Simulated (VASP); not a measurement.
A run of VASP 6.6.1 is set up as follows.

File INCAR:

```
PREC = Accurate
ENCUT = 520
EDIFF = 1E-6
ISMEAR = -1
SIGMA = 0.05
LREAL = False
LASPH = True
NELM = 60
ALGO = Normal
ISIF = 2
LWAVE = False
LCHARG = True
GGA = PE
LELF = True
LVHAR = True
NBANDS = 11
```

The input KPOINTS:

```
regular mesh
0
Gamma
  13 13 13
```

The input POSCAR:

```
C
1.0
    0.0000000000      2.0103628793      2.0103628793
    2.0103628793      0.0000000000      2.0103628793
    2.0103628793      2.0103628793      0.0000000000
C
2
Direct
   -0.1475000000     -0.1175000000     -0.1175000000
    0.1475000000      0.1175000000      0.1175000000
```

Potentials or basis: VASP PAW PBE potentials, release 64 (C).

Run with:

```bash
$ cat potpaw_PBE.64/C/POTCAR > POTCAR
$ mpirun -np 1 vasp_std > vasp.out
```

Q: What does it give for the pressure?

A: -75.6 GPa.

Q: What does it give for the band gap on the k mesh?

A: 2.52 eV, indirect (least direct gap 3.25 eV).

Q: Predict the largest force.

A: 2.094 eV/Å.

Forces in eV/Å, atoms in the order of the input:
```
C   -1.209  1.209  1.209
C    1.209 -1.209 -1.209
```

Caveat: the cell differs from its parent crystal (shortest bond scaled by 0.94); forces of over 1 eV/Å act on the atoms, so gaps and moduli don't describe the material at rest. A k mesh can miss the band edges.
